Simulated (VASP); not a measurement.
# Pt (I4/mmm) in VASP: notebook

The runs below take Pt through single point, with PBEsol.

Program: VASP 6.6.1. These are calculated values, not measurements. Logs are shortened: lines on timing, memory, paths and dates and some standing lists are left out, and cuts for length are marked.

## Step 1: The cell of the first run

The structure is tetragonal, space group I4/mmm (No. 139). The conventional cell has a = 2.492 Å, b = 2.492 Å, c = 3.916 Å, α = 90.00°, β = 90.00°, γ = 90.00°. Within 3.3 Å of Pt (site symmetry 4/mmm) lie 12 Pt at 2.49 to 2.63 Å.

## Step 2: Single point, PBEsol (strain -0.1000 x Voigt [1, 1, 0, 0, 0, 0])

The input, INCAR:

```
PREC = Accurate
ENCUT = 520
EDIFF = 1E-7
ISMEAR = 0
SIGMA = 0.15
LREAL = F
LASPH = T
NELM = 100
ALGO = Normal
ISIF = 2
LWAVE = F
LCHARG = F
GGA = PS
NBANDS = 11
```

The input, KPOINTS:

```
regular mesh
0
Gamma
  20 20 20
```

The input, POSCAR:

```
Pt
1.0
    0.0000000000      1.7621100000      1.9579000000
    1.7621100000      0.0000000000      1.9579000000
    1.7621100000      1.7621100000      0.0000000000
Pt
1
Direct
    0.0000000000      0.0000000000      0.0000000000
```

Potentials or basis: VASP PAW PBE potentials, release 64 (Pt).

Run with:

```
$ cat potpaw_PBE.64/Pt/POTCAR > POTCAR
$ mpirun -np 1 vasp_std > vasp.out
```

OUTCAR:

```text
PREC = Accurate
   ENCUT = 520
   EDIFF = 1E-7
   ISMEAR = 0
   LREAL = F
   LASPH = T
   NELM = 100
   ISIF = 2
   GGA = PS

 ion  position               nearest neighbor table
   1  0.000  0.000  0.000-

  LATTYP: Found a body centered tetragonal cell.
 ALAT       =     2.4919998604
 C/A-ratio  =     1.5713484026

  Lattice vectors:

 A1 = (  -1.7621100000,   0.0000000000,   1.9579000000)
 A2 = (   1.7621100000,   0.0000000000,   1.9579000000)
 A3 = (   0.0000000000,   1.7621100000,  -1.9579000000)

Analysis of symmetry for initial positions (statically):
=====================================================================
 Subroutine PRICEL returns:
 Original cell was already a primitive cell.

 Routine SETGRP: Setting up the symmetry group for a
 body centered tetragonal supercell.

 Subroutine GETGRP returns: Found 16 space group operations
 (whereof 16 operations were pure point group operations)
 out of a pool of 16 trial point group operations.

The static configuration has the point symmetry D_4h.

Analysis of symmetry for dynamics (positions and initial velocities):
=====================================================================
 Subroutine PRICEL returns:
 Original cell was already a primitive cell.

 Routine SETGRP: Setting up the symmetry group for a
 body centered tetragonal supercell.

 Subroutine GETGRP returns: Found 16 space group operations
 (whereof 16 operations were pure point group operations)
 out of a pool of 16 trial point group operations.

The dynamic configuration has the point symmetry D_4h.

 Subroutine INISYM returns: Found 16 space group operations
 (whereof 16 operations are pure point group operations),
 and found     1 'primitive' translations

----------------------------------------------------------------------------------------

                                     Primitive cell

  volume of cell :      12.1587

  direct lattice vectors                    reciprocal lattice vectors
     0.000000000  1.762110000  1.957900000    -0.283750731  0.283750731  0.255375658
     1.762110000  0.000000000  1.957900000     0.283750731 -0.283750731  0.255375658
     1.762110000  1.762110000  0.000000000     0.283750731  0.283750731 -0.255375658

  length of vectors
     2.634085052  2.634085052  2.491999860     0.475652899  0.475652899  0.475652899

  position of ions in fractional coordinates (direct lattice)
     0.000000000  0.000000000  0.000000000

  ion indices of the primitive-cell ions
   primitive index   ion index
[... 74 lines left out ...]
   LREAL  =      F    real-space projection
   EDIFFG = 0.1E-05   stopping-criterion for IOM
   NSW    =      0    number of steps for IOM
   IBRION =     -1    ionic relax: 0-MD 1-quasi-New 2-CG
   NFREE  =      0    steps in history (QN), initial steepest desc. (CG)
   ISIF   =      2    stress and relaxation
   ISYM   =      2    0-nonsym 1-usesym 2-fastsym
   POTIM  = 0.5000    time-step for ionic-motion
   TEBEG  =    0.0;   TEEND  =   0.0 temperature during run
   PSTRESS=    0.0 pullay stress
   NELECT =      10.0000    total number of electrons
   NUPDOWN=      -1.0000    fix difference up-down
   EMIN   =  10.00;   EMAX   =-10.00  energy-range for DOS
   EFERMI =   0.00;   METHOD = LEGACY
   ISMEAR =     0;   SIGMA  =   0.15  broadening in eV -4-tet -1-fermi 0-gaus
   EFERMI_NEDOS =   21; number of points for ismear=-14 and -15
   IALGO  =     38    algorithm
   IMIX   =      4    mixing-type and parameters
     AMIX     =   0.40;   BMIX     =  1.00
     AMIX_MAG =   1.60;   BMIX_MAG =  1.00
  volume/ion in A,a.u.               =      12.16        82.05
  Fermi-wavevector in a.u.,A,eV,Ry     =   1.533837  2.898532 32.009844  2.352657
  Thomas-Fermi vector in A             =   2.640849
   LORBIT       =      0    0 simple, 1 ext, 2 COOP (PROOUT), +10 PAW based schemes
   GGA     = PS    functional components
   LHFCALC =     F    Hartree Fock is set to
   AEXX    =    0.0000 exact exchange contribution
   IVDW    =     0    specifies the selected vdW correction
   LEPSILON=     F    determine dielectric tensor
   LRPA    =     F    only Hartree local field effects (RPA)
 non-spin polarized calculation
 Gauss-broadening in eV      SIGMA  =   0.15
  energy-cutoff  :      520.00
  volume of cell :       12.16
 maximum number of plane-waves:       344
   NGX =  9   NGY =  9   NGZ =  9

 number of electron      10.0000000 magnetization

 number of electron       9.9999999 magnetization

 Free energy of the ion-electron system (eV)
  ---------------------------------------------------
  ext. energy  EPLUGINS =         0.00000000
  ---------------------------------------------------
  free energy    TOTEN  =        -6.12216921 eV

  energy without entropy =       -6.10849472  energy(sigma->0) =       -6.11533197

 E-fermi :  15.7289     XC(G=0): -14.9248

 val. band max:       15.7269930053   @ k =  -0.4000   0.3500   0.0000
 cond. band min:      15.7348253252   @ k =  -0.2500   0.2500   0.2000
 fundamental gap:      0.0078323199
 Fermi energy:        15.7289234450

 k-point     1 :       0.0000    0.0000    0.0000
  band No.  band energies     occupation
      1       2.8169      2.00000
      2       9.3162      2.00000
      3      11.0701      2.00000
      4      11.0701      2.00000
      5      12.3091      2.00000
      6      14.5059      2.00000
      7      29.6744      0.00000
      8      33.3981      0.00000
      9      37.0029      0.00000
     10      37.0029      0.00000
     11      42.1954      0.00000
[... 309 lines left out ...]
 k-point    24 :      -0.3500    0.0500    0.0000
  band No.  band energies     occupation
      1       5.9910      2.00000
      2       9.7089      2.00000
      3      11.4056      2.00000
      4      11.6991      2.00000
      5      14.5877      2.00000
      6      15.8037      0.48055
      7      26.4150      0.00000
      8      30.4585      0.00000
      9      37.0165      0.00000
     10      39.5429      0.00000
     11      41.4663      0.00000

 [... further k-points ...]
[... 5 lines left out ...]
  --------------------------------------------------------------------------------------
  -------------------------------------------------------------------------------------
  Total        9.1530248      9.1530248      6.7040772      0.0000000      0.0000000      0.0000000
  in kB     1206.1149170   1206.1149170    883.4115096      0.0000000      0.0000000      0.0000000
  external PRESSURE =    1098.5471145 kB  Pullay stress =       0.0000000 kB

 VOLUME and BASIS-vectors are now :
 -----------------------------------------------------------------------------
  energy-cutoff  :      520.00
  volume of cell :       12.16
      direct lattice vectors                 reciprocal lattice vectors
     0.000000000  1.762110000  1.957900000    -0.283750731  0.283750731  0.255375658
     1.762110000  0.000000000  1.957900000     0.283750731 -0.283750731  0.255375658
     1.762110000  1.762110000  0.000000000     0.283750731  0.283750731 -0.255375658

 POSITION                                       TOTAL-FORCE (eV/Angst)
 -----------------------------------------------------------------------------------
      0.00000      0.00000      0.00000        -0.000000      0.000000     -0.000000
 -----------------------------------------------------------------------------------
    total drift:                                0.000000      0.000000      0.000000

  FREE ENERGIE OF THE ION-ELECTRON SYSTEM (eV)
  ---------------------------------------------------
  free  energy   TOTEN  =        -6.1221692139 eV

  energy  without entropy=       -6.1084947209  energy(sigma->0) =       -6.11533197
```

Run time: 30 s. Hardware: 1 thread of Intel Xeon 6975P-C (Granite Rapids), shared host; peak memory 0.2 GiB.

What came out:

```
Free energy            : -6.1222 eV
Pressure               : 109.9 GPa
Band gap on the k mesh : zero (band 5 reaches 17.41 eV, above the bottom of band 6 at 13.43 eV)
```

Caveat: the cell differs from its parent crystal (strain -0.1000 x Voigt [1, 1, 0, 0, 0, 0]); the PAW data sets were made with another functional, which shifts forces and pressure a little; spin-orbit coupling is left out, which moves the levels of the heavy elements.

## Step 3: Single point, PBEsol (strain +0.0500 x Voigt [1, 1, 0, 0, 0, 0])

The input, INCAR:

```
SYSTEM = Pt
ALGO     = Normal         ! electronic algorithm
EDIFF    = 1E-6           ! SCF threshold, eV
ENCUT    = 520            ! plane-wave cutoff, eV
GGA      = PS             ! functional
ISIF     = 2              ! what is computed and relaxed
ISMEAR   = 0              ! smearing method
LASPH    = .TRUE.         ! aspherical terms in the spheres
LCHARG   = .TRUE.         ! write CHGCAR
LELF     = .TRUE.         ! ELF
LREAL    = .FALSE.        ! projectors in reciprocal space
LVHAR    = .TRUE.       
LWAVE    = .FALSE.        ! write WAVECAR
NBANDS   = 11             ! bands
NELM     = 100            ! most SCF steps
PREC     = Accurate       ! precision mode
SIGMA    = 0.15           ! smearing width, eV
```

The input, KPOINTS:

```
k-points
0
G
  20 20 20
  0 0 0
```

The input, POSCAR:

```
Pt
1.0
    0.0000000000      2.0557950000      1.9579000000
    2.0557950000      0.0000000000      1.9579000000
    2.0557950000      2.0557950000      0.0000000000
Pt
1
Direct
    0.0000000000      0.0000000000      0.0000000000
```

Potentials or basis: VASP PAW PBE potentials, release 64 (Pt).

Run with:

```
$ cat potpaw_PBE.64/Pt/POTCAR > POTCAR
$ mpirun -np 1 vasp_std > vasp.out
```

Wall time 39 s (1 thread of Intel Xeon 6975P-C (Granite Rapids), shared host); peak memory 0.24 GiB.

Results (log left out):

```
Free energy            : -6.8570 eV
Pressure               : -21.3 GPa
Band gap on the k mesh : zero (band 5 reaches 9.97 eV, above the bottom of band 6 at 7.92 eV)
```

Stress tensor (GPa, compression positive):
```
-22.19   0.00   0.00
  0.00 -22.19   0.00
  0.00   0.00 -19.63
```

Levels at points of the mesh, in eV from the Fermi level:
```csv
k point,band 1,band 2,band 3,band 4,band 5,band 6,band 7,band 8,band 9,band 10
"(0.00, 0.00, 0.00)",-9.28,-3.41,-3.41,-2.92,-1.68,-1.13,14.88,18.92,18.92,20.01
"(0.50, 0.00, 0.00)",-6.43,-3.55,-3.05,-0.16,-0.09,0.16,5.15,14.30,17.80,18.87
"(0.50, 0.50, 0.00)",-6.07,-5.72,0.00,0.43,0.43,2.51,8.65,10.48,10.48,18.54
"(0.50, 0.00, 0.50)",-6.16,-5.71,-0.01,0.21,0.58,1.62,7.51,11.23,11.46,19.27
```

Caveat: the cell differs from its parent crystal (strain +0.0500 x Voigt [1, 1, 0, 0, 0, 0]); the PAW data sets were made with another functional, which shifts forces and pressure a little; spin-orbit coupling is left out, which moves the levels of the heavy elements.

## Step 4: Single point, PBEsol (strain +0.0750 x Voigt [1, 1, 0, 0, 0, 0])

The input, INCAR:

```
ALGO = Fast
EDIFF = 1E-7
ENCUT = 520
GGA = PS
ISIF = 2
ISMEAR = 0
LASPH = True
LCHARG = False
LREAL = False
LWAVE = False
NBANDS = 11
NELM = 100
PREC = Accurate
SIGMA = 0.15
```

The input, KPOINTS:

```
k-points
0
Gamma
  20 20 20
```

The input, POSCAR:

```
Pt
1.0
    0.0000000000      2.1047425000      1.9579000000
    2.1047425000      0.0000000000      1.9579000000
    2.1047425000      2.1047425000      0.0000000000
Pt
1
Direct
    0.0000000000      0.0000000000      0.0000000000
```

Run with:

```
$ cat potpaw_PBE.64/Pt/POTCAR > POTCAR
$ mpirun -np 1 vasp_std > vasp.out
```

It took 43 s on 1 thread of Intel Xeon 6975P-C (Granite Rapids), shared host; peak memory 0.25 GiB.

Results (log left out):

```yaml
Free_energy: -6.7301 eV
Pressure: -27.7 GPa
Band_gap_on_the_k_mesh: zero (band 5 reaches 9.18 eV, above the bottom of band 6 at 7.21 eV)
```

Stress tensor (GPa, compression positive):
```
-28.61   0.00   0.00
  0.00 -28.61   0.00
  0.00   0.00 -25.91
```

Levels at points of the mesh, in eV from the Fermi level:
```tsv
k point	band 2	band 3	band 4	band 5	band 6	band 7	band 8	band 9
(0.00, 0.00, 0.00)	-3.21	-3.21	-2.53	-1.68	-0.93	15.00	18.62	18.62
(0.50, 0.00, 0.00)	-3.38	-2.68	-0.14	0.05	0.21	4.87	14.28	17.22
(0.50, 0.50, 0.00)	-5.28	0.00	0.40	0.40	2.89	8.54	10.08	10.08
(0.50, 0.00, 0.50)	-5.26	-0.03	0.11	0.60	1.61	6.93	11.22	11.49
```

Caveat: the cell differs from its parent crystal (strain +0.0750 x Voigt [1, 1, 0, 0, 0, 0]); the PAW data sets were made with another functional, which shifts forces and pressure a little; spin-orbit coupling is left out, which moves the levels of the heavy elements.

## Step 5: Single point, PBEsol (strain +0.0875 x Voigt [1, 1, 0, 0, 0, 0])

The input, INCAR:

```
SYSTEM = Pt
ALGO = Fast
EDIFF = 1E-6
ENCUT = 520
GGA = PS
ISIF = 2
ISMEAR = 0
LASPH = .True.
LCHARG = .False.
LREAL = .False.
LWAVE = .False.
NBANDS = 11
NELM = 60
PREC = Accurate
SIGMA = 0.15
```

The input, KPOINTS:

```
k-points
0
Gamma
  20 20 20
  0 0 0
```

The input, POSCAR:

```
Pt
1.0
    0.0000000000      2.1292162500      1.9579000000
    2.1292162500      0.0000000000      1.9579000000
    2.1292162500      2.1292162500      0.0000000000
Pt
1
Direct
    0.0000000000      0.0000000000      0.0000000000
```

Run with:

```
$ cat potpaw_PBE.64/Pt/POTCAR > POTCAR
$ mpirun -np 1 vasp_std > vasp.out
```

Wall time 37 s (1 thread of Intel Xeon 6975P-C (Granite Rapids), shared host); peak memory 0.24 GiB.

The run converged. Its results:

| Property | Result |
| --- | --- |
| Free energy | -6.6547 eV |
| Pressure | -30.1 GPa |
| Band gap on the k mesh | zero (band 5 reaches 8.80 eV, above the bottom of band 6 at 6.84 eV) |

Stress tensor (GPa, compression positive):
```
-30.98   0.00   0.00
  0.00 -30.98   0.00
  0.00   0.00 -28.33
```

Levels at points of the mesh, in eV from the Fermi level:
```tsv
k point	band 1	band 2	band 3	band 4	band 5	band 6	band 7	band 8	band 9	band 10
(0.00, 0.00, 0.00)	-8.55	-3.10	-3.10	-2.36	-1.67	-0.85	15.05	18.48	18.48	20.09
(0.50, 0.00, 0.00)	-5.78	-3.29	-2.51	-0.16	0.15	0.23	4.73	14.25	16.93	18.93
(0.50, 0.50, 0.00)	-5.36	-5.08	0.01	0.39	0.39	3.07	8.49	9.89	9.89	17.45
(0.50, 0.00, 0.50)	-5.51	-5.05	-0.04	0.07	0.60	1.61	6.67	11.23	11.50	18.75
```

Caveat: the cell differs from its parent crystal (strain +0.0875 x Voigt [1, 1, 0, 0, 0, 0]); the PAW data sets were made with another functional, which shifts forces and pressure a little; spin-orbit coupling is left out, which moves the levels of the heavy elements.

## Step 6: Single point, PBEsol (strain +0.1000 x Voigt [1, 1, 0, 0, 0, 0])

The input, INCAR:

```
PREC = Accurate
ENCUT = 520
EDIFF = 1E-7
ISMEAR = 0
SIGMA = 0.15
LREAL = F
LASPH = T
NELM = 100
ALGO = Normal
ISIF = 2
LWAVE = F
LCHARG = T
GGA = PS
LELF = T
LVHAR = T
NBANDS = 11
```

The input, KPOINTS:

```
Automatic mesh
0
Gamma
  20 20 20
```

The input, POSCAR:

```
Pt
1.0
    0.0000000000      2.1536900000      1.9579000000
    2.1536900000      0.0000000000      1.9579000000
    2.1536900000      2.1536900000      0.0000000000
Pt
1
Direct
    0.0000000000      0.0000000000      0.0000000000
```

Potentials or basis: VASP PAW PBE potentials, release 64 (Pt).

Run with:

```
$ cat potpaw_PBE.64/Pt/POTCAR > POTCAR
$ mpirun -np 1 vasp_std > vasp.out
```

Wall time 33 s (1 thread of Intel Xeon 6975P-C (Granite Rapids), shared host); peak memory 0.25 GiB.

It converged, with:

```
Free energy            : -6.5730 eV
Pressure               : -32.1 GPa
Band gap on the k mesh : zero (band 5 reaches 8.43 eV, above the bottom of band 6 at 6.55 eV)
```

Stress tensor (GPa, compression positive):
```
-32.98   0.00   0.00
  0.00 -32.98   0.00
  0.00   0.00 -30.39
```

Levels at points of the mesh, in eV from the Fermi level:
| k point | band 2 | band 3 | band 4 | band 5 | band 6 | band 7 | band 8 | band 9 |
| --- | --- | --- | --- | --- | --- | --- | --- | --- |
| (0.00, 0.00, 0.00) | -3.00 | -3.00 | -2.19 | -1.66 | -0.78 | 15.11 | 18.34 | 18.34 |
| (0.50, 0.00, 0.00) | -3.21 | -2.35 | -0.18 | 0.24 | 0.25 | 4.61 | 14.21 | 16.65 |
| (0.50, 0.50, 0.00) | -4.88 | 0.02 | 0.38 | 0.38 | 3.25 | 8.43 | 9.70 | 9.70 |
| (0.50, 0.00, 0.50) | -4.85 | -0.05 | 0.04 | 0.60 | 1.62 | 6.41 | 11.23 | 11.51 |

Caveat: the cell differs from its parent crystal (strain +0.1000 x Voigt [1, 1, 0, 0, 0, 0]); the PAW data sets were made with another functional, which shifts forces and pressure a little; spin-orbit coupling is left out, which moves the levels of the heavy elements.

## Step 7: The runs side by side

| cell | gap on the mesh (eV) | pressure (GPa) |
| --- | --- | --- |
| a = 2.634, b = 2.634, c = 2.492 Å, angles 61.8, 61.8, 56.5°, 1 atom | none | 109.9 |
| a = 2.839, b = 2.839, c = 2.907 Å, angles 59.2, 59.2, 61.6°, 1 atom | none | -21.3 |
| a = 2.875, b = 2.875, c = 2.977 Å, angles 58.8, 58.8, 62.4°, 1 atom | none | -27.7 |
| a = 2.893, b = 2.893, c = 3.011 Å, angles 58.6, 58.6, 62.7°, 1 atom | none | -30.1 |
| a = 2.911, b = 2.911, c = 3.046 Å, angles 58.5, 58.5, 63.1°, 1 atom | none | -32.1 |

Alike in all rows: task single point; level PBEsol; potentials or basis VASP PAW PBE potentials, release 64 (Pt); no spin polarisation; k mesh 20 × 20 × 20; cutoff (eV) 520; smearing gaussian 0.15 eV.

Caveats: the PAW data sets were made with another functional, which shifts forces and pressure a little; spin-orbit coupling is left out, which moves the levels of the heavy elements.

Total energies depend on the potentials used, so only differences within one code and one set of settings carry meaning.
